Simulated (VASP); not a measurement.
# NaCl in VASP: notebook

Runs on NaCl. Level: r2SCAN. Tasks: single point.

All numbers are computed with VASP 6.6.1; they aren't measurements. Logs are shortened: lines on timing, memory, paths and dates and some standing lists are left out, and cuts for length are marked.

## 1. The cell of the first run

Symmetry: I-4m2, No. 119, tetragonal system. Conventional cell: a = 4.366 Å, b = 4.366 Å, c = 6.533 Å, α = 90.00°, β = 90.00°, γ = 90.00°. Na (site symmetry -4m2) has 4 Cl at 2.73 Å within 3.6 Å. Within 3.6 Å of Cl (site symmetry -4m2) lie 4 Na at 2.73 Å.

## 2. Single point, r2SCAN (uniaxial z strain +5.8%)

File POSCAR:

```
NaCl
1.0
    0.0000000000      3.0872727775      3.2663345986
    3.0872727775      0.0000000000      3.2663345986
    3.0872727775      3.0872727775      0.0000000000
Na Cl
1 1
Direct
    0.0000000000      0.0000000000      0.0000000000
    0.2500000000      0.2500000000      0.2500000000
```

File INCAR.step1:

```
  ALGO = Normal
  EDIFF = 1E-4
  ENCUT = 520
  GGA = PE
  ISMEAR = 0
  LASPH = True
  LCHARG = False
  LREAL = False
  LWAVE = True
  NBANDS = 14
  NELM = 80
  PREC = Accurate
  SIGMA = 0.01
```

File INCAR.step2:

```
  ALGO = Normal
  EDIFF = 1E-7
  ENCUT = 520
  ISIF = 2
  ISMEAR = 0
  ISTART = 1
  LASPH = True
  LCHARG = False
  LMIXTAU = True
  LREAL = False
  LWAVE = False
  METAGGA = R2SCAN
  NBANDS = 14
  NELM = 80
  PREC = Accurate
  SIGMA = 0.01
```

File KPOINTS:

```
k-points
0
Gamma
  8 8 8
```

Potentials or basis: VASP PAW PBE potentials, release 64 (Na_pv, Cl).

Started as:

```sh
cat potpaw_PBE.64/Na_pv/POTCAR potpaw_PBE.64/Cl/POTCAR > POTCAR
cp INCAR.step1 INCAR
mpirun -np 1 vasp_std > vasp.out
cp INCAR.step2 INCAR
mpirun -np 1 vasp_std > vasp.out
```

OUTCAR:

```text
EDIFF = 1E-7
   ENCUT = 520
   ISIF = 2
   ISMEAR = 0
   ISTART = 1
   LASPH = True
   LREAL = False
   METAGGA = R2SCAN
   NELM = 80
   PREC = Accurate

 ion  position               nearest neighbor table
   1  0.000  0.000  0.000-   2 2.73   2 2.73   2 2.73   2 2.73
   2  0.250  0.250  0.250-   1 2.73   1 2.73   1 2.73   1 2.73

  LATTYP: Found a body centered tetragonal cell.
 ALAT       =     4.3660630327
 C/A-ratio  =     1.4962379490

  Lattice vectors:

 A1 = (  -3.0872727775,   0.0000000000,   3.2663345986)
 A2 = (   3.0872727775,   0.0000000000,   3.2663345986)
 A3 = (   0.0000000000,   3.0872727775,  -3.2663345986)

Analysis of symmetry for initial positions (statically):
=====================================================================
 Subroutine PRICEL returns:
 Original cell was already a primitive cell.

 Routine SETGRP: Setting up the symmetry group for a
 body centered tetragonal supercell.

 Subroutine GETGRP returns: Found  8 space group operations
 (whereof  8 operations were pure point group operations)
 out of a pool of 16 trial point group operations.

The static configuration has the point symmetry D_2d.

Analysis of symmetry for dynamics (positions and initial velocities):
=====================================================================
 Subroutine PRICEL returns:
 Original cell was already a primitive cell.

 Routine SETGRP: Setting up the symmetry group for a
 body centered tetragonal supercell.

 Subroutine GETGRP returns: Found  8 space group operations
 (whereof  8 operations were pure point group operations)
 out of a pool of 16 trial point group operations.

The dynamic configuration has the point symmetry D_2d.

 Subroutine INISYM returns: Found  8 space group operations
 (whereof  8 operations are pure point group operations),
 and found     1 'primitive' translations

----------------------------------------------------------------------------------------

                                     Primitive cell

  volume of cell :      62.2645

  direct lattice vectors                    reciprocal lattice vectors
     0.000000000  3.087272777  3.266334599    -0.161955239  0.161955239  0.153076785
     3.087272777  0.000000000  3.266334599     0.161955239 -0.161955239  0.153076785
     3.087272777  3.087272777  0.000000000     0.161955239  0.161955239 -0.153076785

  length of vectors
     4.494462695  4.494462695  4.366063033     0.275484121  0.275484121  0.275484121

  position of ions in fractional coordinates (direct lattice)
     0.000000000  0.000000000  0.000000000
     0.250000000  0.250000000  0.250000000

  ion indices of the primitive-cell ions
   primitive index   ion index
                 1           1
                 2           2

----------------------------------------------------------------------------------------

 KPOINTS: k-points

Automatic generation of k-mesh.
 Grid dimensions read from file:
 generate k-points for:    8    8    8

 Generating k-lattice:

  Cartesian coordinates                     Fractional coordinates (reciprocal lattice)
    -0.020244405  0.020244405  0.019134598     0.125000000  0.000000000  0.000000000
     0.020244405 -0.020244405  0.019134598     0.000000000  0.125000000  0.000000000
     0.020244405  0.020244405 -0.019134598     0.000000000  0.000000000  0.125000000

  Length of vectors
     0.034435515  0.034435515  0.034435515

  Shift w.r.t. Gamma in fractional coordinates (k-lattice)
     0.000000000  0.000000000  0.000000000

 Subroutine IBZKPT returns following result:
 ===========================================

 Found     59 irreducible k-points:

 Following reciprocal coordinates:
            Coordinates               Weight
  0.000000  0.000000  0.000000      1.000000
  0.125000 -0.000000  0.000000      8.000000
  0.250000 -0.000000  0.000000      8.000000
  0.375000 -0.000000  0.000000      8.000000
  0.500000 -0.000000  0.000000      4.000000
  0.125000  0.125000  0.000000      2.000000
[... 16 lines left out ...]
  0.250000  0.000000  0.125000     16.000000
  0.375000 -0.000000  0.125000     16.000000
 [... further k-points ...]
   k-points           NKPTS =     59   k-points in BZ     NKDIM =     59   number of bands    NBANDS=     14
   number of dos      NEDOS =    301   number of ions     NIONS =      2
   total plane-waves  NPLWV =  41472
   dimension x,y,z NGX =    36 NGY =   36 NGZ =   32
   dimension x,y,z NGXF=    72 NGYF=   72 NGZF=   64
   ions per type =               1   1
   NGX,Y,Z   is equivalent  to a cutoff of  13.32, 13.32, 12.18 a.u.
   NGXF,Y,Z  is equivalent  to a cutoff of  26.63, 26.63, 24.37 a.u.
 SYSTEM =  unknown system
   PREC   = accura    normal or accurate (medium, high low for compatibility)
   ISTART =      1    job   : 0-new  1-cont  2-samecut
   ICHARG =      0    charge: 1-file 2-atom 10-const
   ISPIN  =      1    spin polarized calculation?
   LNONCOLLINEAR =      F non collinear calculations
   LSORBIT =      F    spin-orbit coupling
   LASPH  =      T    aspherical Exc in radial PAW
   ENCUT  =  520.0 eV  38.22 Ry    6.18 a.u.   8.36  8.36  8.12*2*pi/ulx,y,z
   NELM   =     80;   NELMIN=  2; NELMDL=  0     # of ELM steps
   EDIFF  = 0.1E-06   stopping-criterion for ELM
   LREAL  =      F    real-space projection
   EDIFFG = 0.1E-05   stopping-criterion for IOM
   NSW    =      0    number of steps for IOM
   IBRION =     -1    ionic relax: 0-MD 1-quasi-New 2-CG
   NFREE  =      0    steps in history (QN), initial steepest desc. (CG)
   ISIF   =      2    stress and relaxation
   ISYM   =      2    0-nonsym 1-usesym 2-fastsym
   POTIM  = 0.5000    time-step for ionic-motion
   TEBEG  =    0.0;   TEEND  =   0.0 temperature during run
   PSTRESS=    0.0 pullay stress
   NELECT =      14.0000    total number of electrons
   NUPDOWN=      -1.0000    fix difference up-down
   EMIN   =  10.00;   EMAX   =-10.00  energy-range for DOS
   EFERMI =   0.00;   METHOD = LEGACY
   ISMEAR =     0;   SIGMA  =   0.01  broadening in eV -4-tet -1-fermi 0-gaus
   EFERMI_NEDOS =   21; number of points for ismear=-14 and -15
   IALGO  =     38    algorithm
   IMIX   =      4    mixing-type and parameters
     AMIX     =   0.40;   BMIX     =  1.00
     AMIX_MAG =   1.60;   BMIX_MAG =  1.00
  volume/ion in A,a.u.               =      31.13       210.09
  Fermi-wavevector in a.u.,A,eV,Ry     =   0.995491  1.881205 13.483402  0.991002
  Thomas-Fermi vector in A             =   2.127515
   LORBIT       =      0    0 simple, 1 ext, 2 COOP (PROOUT), +10 PAW based schemes
   METAGGA = R2SCAN    functional components
   LHFCALC =     F    Hartree Fock is set to
   AEXX    =    0.0000 exact exchange contribution
   IVDW    =     0    specifies the selected vdW correction
   LEPSILON=     F    determine dielectric tensor
   LRPA    =     F    only Hartree local field effects (RPA)
 non-spin polarized calculation
 Gauss-broadening in eV      SIGMA  =   0.01
  energy-cutoff  :      520.00
  volume of cell :       62.26
 maximum number of plane-waves:      1700
 NGX is ok and might be reduce to    36
   NGX = 17   NGY = 17   NGZ = 17

 number of electron      14.0000007 magnetization

 Free energy of the ion-electron system (eV)
  ---------------------------------------------------
  ext. energy  EPLUGINS =         0.00000000
  ---------------------------------------------------
  free energy    TOTEN  =       -13.54680895 eV

  energy without entropy =      -13.54680895  energy(sigma->0) =      -13.54680895

 E-fermi :  -2.8726     XC(G=0):  -7.0316

 val. band max:       -3.0141277649   @ k =   0.0000   0.0000   0.0000
 cond. band min:       2.3935381486   @ k =   0.0000   0.0000   0.0000
 fundamental gap:      5.4076659135
 Fermi energy:        -2.8725673288

 k-point     1 :       0.0000    0.0000    0.0000
  band No.  band energies     occupation
      1     -24.4880      2.00000
      2     -24.4879      2.00000
      3     -24.4814      2.00000
      4     -15.6403      2.00000
      5      -3.0753      2.00000
      6      -3.0142      2.00000
      7      -3.0141      2.00000
      8       2.3935      0.00000
      9       8.7935      0.00000
     10       8.9015      0.00000
     11       8.9016      0.00000
     12      10.1147      0.00000
     13      10.9158      0.00000
     14      12.1933      0.00000

 k-point     2 :       0.1250   -0.0000    0.0000
  band No.  band energies     occupation
      1     -24.4891      2.00000
      2     -24.4882      2.00000
      3     -24.4819      2.00000
      4     -15.6227      2.00000
      5      -3.2076      2.00000
      6      -3.0691      2.00000
      7      -3.0222      2.00000
      8       2.7332      0.00000
      9       8.4407      0.00000
     10       8.8748      0.00000
     11       9.0150      0.00000
     12       9.8499      0.00000
     13      10.4631      0.00000
     14      12.0393      0.00000

 k-point     3 :       0.2500   -0.0000    0.0000
  band No.  band energies     occupation
      1     -24.4924      2.00000
      2     -24.4885      2.00000
      3     -24.4830      2.00000
      4     -15.5800      2.00000
      5      -3.5623      2.00000
      6      -3.1147      2.00000
      7      -3.0414      2.00000
      8       3.5625      0.00000
      9       7.5779      0.00000
     10       8.5638      0.00000
     11       8.9475      0.00000
     12      10.2420      0.00000
     13      10.4165      0.00000
     14      11.3986      0.00000
[... 324 lines left out ...]
 k-point    23 :       0.2500    0.0000    0.1250
  band No.  band energies     occupation
      1     -24.4923      2.00000
      2     -24.4889      2.00000
      3     -24.4825      2.00000
      4     -15.5811      2.00000
      5      -3.4686      2.00000
      6      -3.1501      2.00000
      7      -3.0944      2.00000
      8       3.5086      0.00000
      9       7.7618      0.00000
     10       8.5125      0.00000
     11       8.9439      0.00000
     12       9.5598      0.00000
     13      10.7645      0.00000
     14      12.3219      0.00000

 k-point    24 :       0.3750   -0.0000    0.1250
  band No.  band energies     occupation
      1     -24.4955      2.00000
      2     -24.4894      2.00000
      3     -24.4835      2.00000
      4     -15.5380      2.00000
      5      -3.7693      2.00000
      6      -3.1927      2.00000
      7      -3.1252      2.00000
      8       4.4106      0.00000
      9       6.9217      0.00000
     10       8.0750      0.00000
     11       8.6472      0.00000
     12      10.3039      0.00000
     13      11.6425      0.00000
     14      12.2006      0.00000

 [... further k-points ...]

------------------------ aborting loop because EDIFF is reached ----------------------------------------

  FORCE on cell =-STRESS in cart. coord.  units (eV):
  Direction    XX          YY          ZZ          XY          YZ          ZX
  --------------------------------------------------------------------------------------
  -------------------------------------------------------------------------------------
  Total       -0.3743381     -0.3743381     -0.4730436      0.0000000      0.0000000     -0.0000000
  in kB       -9.6323867     -9.6323867    -12.1722556      0.0000000      0.0000000     -0.0000000
  external PRESSURE =     -10.4790097 kB  Pullay stress =       0.0000000 kB

 VOLUME and BASIS-vectors are now :
 -----------------------------------------------------------------------------
  energy-cutoff  :      520.00
  volume of cell :       62.26
      direct lattice vectors                 reciprocal lattice vectors
     0.000000000  3.087272777  3.266334599    -0.161955239  0.161955239  0.153076785
     3.087272777  0.000000000  3.266334599     0.161955239 -0.161955239  0.153076785
     3.087272777  3.087272777  0.000000000     0.161955239  0.161955239 -0.153076785

 POSITION                                       TOTAL-FORCE (eV/Angst)
 -----------------------------------------------------------------------------------
      0.00000      0.00000      0.00000        -0.000000     -0.000000     -0.000000
      1.54364      1.54364      1.63317         0.000000      0.000000      0.000000
 -----------------------------------------------------------------------------------
    total drift:                                0.000331      0.000331      0.000462

  FREE ENERGIE OF THE ION-ELECTRON SYSTEM (eV)
  ---------------------------------------------------
  free  energy   TOTEN  =       -13.5468089468 eV

  energy  without entropy=      -13.5468089468  energy(sigma->0) =      -13.54680895
```

Wall time 1.7 min (1 thread of Intel Xeon 6975P-C (Granite Rapids), shared host); peak memory 0.21 GiB.

Results:

| Property | Result |
| --- | --- |
| Free energy | -13.5468 eV |
| Pressure | -1.0 GPa |
| Band gap on the k mesh | 5.41 eV, direct |

Caveat: the cell differs from its parent crystal (uniaxial z strain +5.8%); the PAW data sets were made with another functional, which shifts forces and pressure a little. A k mesh can miss the band edges.

## 3. Single point, r2SCAN (shear xy strain +4.6%)

File POSCAR:

```
NaCl
1.0
    0.0713160012      3.0872727775      3.0872727775
    3.0872727775      0.0713160012      3.0872727775
    3.1585887787      3.1585887787      0.0000000000
Na Cl
1 1
Direct
    0.0052379633      0.0052379633     -0.0052379633
    0.2447620367      0.2447620367      0.2552379633
```

INCAR.step1: that of step 2 with these lines changed.

```diff
@@ -10,3 +10,3 @@
   NBANDS = 14
-  NELM = 80
+  NELM = 100
   PREC = Accurate
```

INCAR.step2: that of step 2 with these lines changed.

```diff
@@ -1,3 +1,3 @@
   ALGO = Normal
-  EDIFF = 1E-7
+  EDIFF = 1E-6
   ENCUT = 520
@@ -13,3 +13,3 @@
   NBANDS = 14
-  NELM = 80
+  NELM = 100
   PREC = Accurate
```

KPOINTS is that of step 2.

Potentials or basis: VASP PAW PBE potentials, release 64 (Na_pv, Cl).

Started as:

```sh
cat potpaw_PBE.64/Na_pv/POTCAR potpaw_PBE.64/Cl/POTCAR > POTCAR
cp INCAR.step1 INCAR
mpirun -np 1 vasp_std > vasp.out
cp INCAR.step2 INCAR
mpirun -np 1 vasp_std > vasp.out
```

OUTCAR:

```text
EDIFF = 1E-6
   ENCUT = 520
   ISIF = 2
   ISMEAR = 0
   ISTART = 1
   LASPH = True
   LREAL = False
   METAGGA = R2SCAN
   NELM = 100
   PREC = Accurate

 ion  position               nearest neighbor table
   1  0.005  0.005  0.995-   2 2.67   2 2.67   2 2.68   2 2.68
   2  0.245  0.245  0.255-   1 2.67   1 2.67   1 2.68   1 2.68

  LATTYP: Found a body centered orthorhombic cell.
 ALAT       =     4.2652069766
 B/A-ratio  =     1.0472924558
 C/A-ratio  =     1.4476543785

[... 595 lines left out ...]
 [... further k-points ...]

------------------------ aborting loop because EDIFF is reached ----------------------------------------

  FORCE on cell =-STRESS in cart. coord.  units (eV):
  Direction    XX          YY          ZZ          XY          YZ          ZX
  --------------------------------------------------------------------------------------
  -------------------------------------------------------------------------------------
  Total       -0.0363747     -0.0363747     -0.0537100     -0.1039757      0.0000000      0.0000000
  in kB       -0.9908028     -0.9908028     -1.4629953     -2.8321704      0.0000000      0.0000000
  external PRESSURE =      -1.1482003 kB  Pullay stress =       0.0000000 kB

 VOLUME and BASIS-vectors are now :
 -----------------------------------------------------------------------------
  energy-cutoff  :      520.00
  volume of cell :       58.82
      direct lattice vectors                 reciprocal lattice vectors
     0.071316001  3.087272777  3.087272777    -0.165784869  0.165784869  0.161955239
     3.087272777  0.071316001  3.087272777     0.165784869 -0.165784869  0.161955239
     3.158588779  3.158588779  0.000000000     0.158298542  0.158298542 -0.161955239

 POSITION                                       TOTAL-FORCE (eV/Angst)
 -----------------------------------------------------------------------------------
      3.15859      3.15859      0.03234         0.000000      0.000000     -0.003174
      1.57929      1.57929      1.51129        -0.000000     -0.000000      0.003174
 -----------------------------------------------------------------------------------
    total drift:                               -0.000204     -0.000204     -0.007559

  FREE ENERGIE OF THE ION-ELECTRON SYSTEM (eV)
  ---------------------------------------------------
  free  energy   TOTEN  =       -13.5596489413 eV

  energy  without entropy=      -13.5596489413  energy(sigma->0) =      -13.55964894
```

OSZICAR.step1:

```text
N       E                     dE             d eps       ncg     rms          rms(c)
DAV:   1     0.982192396519E+02    0.98219E+02   -0.68114E+03  2666   0.966E+02
DAV:   2     0.321164868575E+01   -0.95008E+02   -0.87195E+02  2848   0.247E+02
DAV:   3    -0.674935816139E+01   -0.99610E+01   -0.98961E+01  3446   0.752E+01
DAV:   4    -0.693599381851E+01   -0.18664E+00   -0.18655E+00  3226   0.115E+01
DAV:   5    -0.694016705555E+01   -0.41732E-02   -0.41730E-02  3550   0.172E+00    0.236E+00
DAV:   6    -0.663511868082E+01    0.30505E+00   -0.55947E-01  3366   0.371E+00    0.173E+00
DAV:   7    -0.661845640344E+01    0.16662E-01   -0.12600E-01  3344   0.177E+00    0.117E+00
DAV:   8    -0.663420635710E+01   -0.15750E-01   -0.13582E-02  3038   0.864E-01    0.260E-01
DAV:   9    -0.663445739127E+01   -0.25103E-03   -0.31156E-04  3476   0.135E-01    0.161E-01
DAV:  10    -0.663554917680E+01   -0.10918E-02   -0.13817E-03  3014   0.221E-01    0.673E-02
DAV:  11    -0.663554151018E+01    0.76666E-05   -0.18490E-05  3626   0.452E-02
   1 F= -.66355415E+01 E0= -.66355415E+01  d E =-.646880E-34
```

Run time: 95 s. Hardware: 1 thread of Intel Xeon 6975P-C (Granite Rapids), shared host; peak memory 0.22 GiB.

What came out:

```
Free energy            : -13.5596 eV
Pressure               : -0.1 GPa
Largest force          : 0.003 eV/Å
Band gap on the k mesh : 5.49 eV, direct
```

Forces in eV/Å, atoms in the order of the input:
```
Na   0.000  0.000 -0.003
Cl   0.000  0.000  0.003
```

Stress tensor (GPa, compression positive):
```
-0.10 -0.28  0.00
-0.28 -0.10  0.00
 0.00  0.00 -0.15
```

Levels at points of the mesh, in eV from the valence-band top:
| k point | band 4 | band 5 | band 6 | band 7 | band 8 | band 9 | band 10 | band 11 |
| --- | --- | --- | --- | --- | --- | --- | --- | --- |
| (0.00, 0.00, 0.00) | -12.73 | -0.12 | -0.07 | 0.00 | 5.49 | 11.73 | 12.01 | 12.29 |
| (0.50, 0.00, 0.00) | -12.57 | -1.10 | -0.21 | -0.16 | 8.28 | 9.49 | 11.06 | 11.34 |
| (0.50, 0.50, 0.00) | -12.54 | -1.01 | -0.44 | -0.27 | 7.41 | 9.75 | 11.52 | 13.77 |
| (0.00, 0.00, 0.50) | -12.59 | -1.12 | -0.15 | -0.09 | 8.27 | 9.31 | 11.26 | 11.56 |
| (0.50, 0.00, 0.50) | -12.53 | -1.01 | -0.36 | -0.36 | 7.42 | 9.74 | 11.52 | 14.00 |

Caveat: the cell differs from its parent crystal (shear xy strain +4.6%); the PAW data sets were made with another functional, which shifts forces and pressure a little.
